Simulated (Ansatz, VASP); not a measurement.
**Fe in VASP and in Ansatz**

Contents of POSCAR:

```
Fe
1.0
    0.0000000000      3.5140000000      3.5140000000
    1.7570000000      0.0000000000      1.7570000000
    1.7570000000      1.7570000000      0.0000000000
Fe
2
Direct
    0.0000000000      0.0000000000      0.0000000000
    0.5000000000      0.0000000000      0.0000000000
```

Contents of INCAR.step1:

```
  PREC = Accurate
  ENCUT = 520
  ISMEAR = 0
  SIGMA = 0.1
  LREAL = F
  LASPH = T
  NELM = 150
  ISPIN = 2
  MAGMOM = 4 -4
  LMAXMIX = 4
  NBANDS = 19
  GGA = PE
  ALGO = Normal
  EDIFF = 1E-4
  LWAVE = T
  LCHARG = F
```

Contents of INCAR.step2:

```
  PREC = Accurate
  ENCUT = 520
  EDIFF = 1E-6
  ISMEAR = 0
  SIGMA = 0.1
  LREAL = F
  LASPH = T
  NELM = 150
  ALGO = Normal
  ISIF = 2
  LWAVE = F
  LCHARG = F
  ISPIN = 2
  MAGMOM = 4 -4
  LORBIT = 11
  LMAXMIX = 4
  METAGGA = R2SCAN
  LMIXTAU = T
  NBANDS = 19
  ISTART = 1
```

Contents of KPOINTS:

```
regular mesh
0
Gamma
  7 14 14
```

Input for Ansatz:

```yaml
crystal:
  lattice:
    - [0.0, 3.514, 3.514]
    - [1.757, 0.0, 1.757]
    - [1.757, 1.757, 0.0]
  atoms:
    - { symbol: Fe, position: [0.0, 0.0, 0.0], spin: 4.0 }
    - { symbol: Fe, position: [0.5, 0.0, 0.0], spin: -4.0 }
magnetization:
  spin_polarized: true
hamiltonian:
  xc: r2scan
  pseudopotentials: { kind: paw }
basis:
  ecutwfc: 500
kpoints:
  mp_grid: { grid: [7, 14, 14] }
scf:
  occupations: { method: gaussian, width: 0.1 }
  lower_state_search: "off"
output:
  forces: true
  stress: true
  write_density: true
  write_potential: true
  elf: true
  volumetric_format: npy
```

Alike in both runs: task single point; functional r2SCAN; k mesh 7 × 14 × 14; occupations gaussian, width 0.1 eV; collinear spin.

```csv
,VASP,Ansatz
version,VASP 6.6.1,Ansatz 0.2.0
potentials or method,"VASP PAW PBE potentials, release 64 (Fe), cutoff 520 eV","PAW, plane waves, scalar-relativistic"
valence electrons in the cell,16,32
```

Ansatz gave:

* pressure (GPa): 10.5
* traceless stress, the component that is largest in VASP (GPa): -5.11
* net moment per atom (μB): 0.00
* size of the moment on the site where the two differ most (μB): 2.36

Q: What did VASP give for the same quantities?

A: Pressure (GPa): 10.7; traceless stress, the component that is largest in VASP (GPa): -5.06; net moment per atom (μB): 0.00; size of the moment on the site where the two differ most (μB): 2.37.

VASP's potentials were made for PBE, not for r2SCAN. Site moments also hang on the region over which each program counts them. VASP's potentials hold 16 valence electrons a cell and Ansatz's 32, so a difference there can come from the potentials and not from the codes. Ansatz's warnings: stability check not made.
